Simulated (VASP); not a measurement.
# Mg: single point with PBE

The system is Mg.

```
Mg
1.0
     3.20885    0.00000    0.00000
    -1.60442    2.77894    0.00000
     0.00000    0.00000    5.14592
Mg
2
Cartesian
  0.0000 1.8526 1.2865
  1.6044 0.9263 3.8594
```

| Property | Result |
| --- | --- |
| Program | VASP 6.6.1 |
| Task | single point |
| Functional | PBE |
| Potentials or basis | VASP PAW PBE potentials, release 64 (Mg) |
| Cutoff | 520 eV |
| k mesh | 18 × 18 × 8 |
| Occupations | gaussian, width 0.1 eV |
| Spin | no spin polarisation |

```json
{
 "Pressure": "-0.1 GPa",
 "Band gap on the k mesh": "zero (bands 2 and 3 overlap by 2.15 eV)"
}
```

Levels at points of the mesh, in eV from the Fermi level:
```tsv
k point	band 1	band 2	band 3	band 4	band 5
(0.00, 0.00, 0.00)	-6.94	-1.63	-1.14	10.80	10.80
(0.50, 0.00, 0.00)	-2.19	-2.18	2.67	3.04	3.36
(0.00, 0.00, 0.50)	-5.53	-5.53	5.21	5.21	11.56
(0.50, 0.00, 0.50)	-1.12	-1.12	-0.47	-0.47	7.94
```

It took 15 s on 1 thread of Intel(R) Xeon(R) 6975P-C (Granite Rapids), on a shared host, peak memory 0.2 GiB.
